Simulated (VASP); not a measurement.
The system is HfB.

```xyz
2
Lattice="0.0000 2.3100 2.3100 2.3100 0.0000 2.3100 2.3100 2.3100 0.0000" Properties=species:S:1:pos:R:3 pbc="T T T"
Hf    2.3100    2.3100    2.3100
B     0.0000    0.0000    0.0000
```

| Item | Value |
| --- | --- |
| Program | VASP 6.6.1 |
| Task | relaxation of cell and atoms |
| Functional | PBEsol |
| Potentials or basis | VASP PAW PBE potentials, release 64 (Hf_pv, B) |
| Cutoff | 600 eV |
| k mesh | 8 × 8 × 8 |
| Occupations | gaussian, width 0.1 eV |
| Spin | no spin polarisation |

At the start: pressure 24.6 GPa; volume 12.33 Å³/atom.

**Question.** How do energy, volume and symmetry change on relaxing?

**Answer.** Over 4 steps the energy falls by 100.0 meV/atom and the volume is 13.76 Å³/atom (+11.6 %); space group Fm-3m (No. 225, to 0.05 Å).

The path:
| step | energy change (eV) | largest force (eV/Å) | pressure (GPa) | volume (Å³) |
| --- | --- | --- | --- | --- |
| 1 | 0.0000 | 0.0000 | 24.58 | 24.65 |
| 2 | 0.1306 | 0.0000 | -20.60 | 32.03 |
| 3 | -0.1997 | 0.0000 | -0.72 | 27.61 |
| 4 | -0.2000 | 0.0000 | -0.10 | 27.51 |

Final structure:
```
Hf B
1.0
     0.00000    2.39602    2.39602
     2.39602    0.00000    2.39602
     2.39602    2.39602    0.00000
Hf B
1 1
Cartesian
  2.3960 2.3960 2.3960
  0.0000 0.0000 0.0000
```

Caveat: the PAW data sets were made with another functional, which shifts forces and pressure a little; the volume moved by +12 % from the deposited cell, more than functionals usually miss.
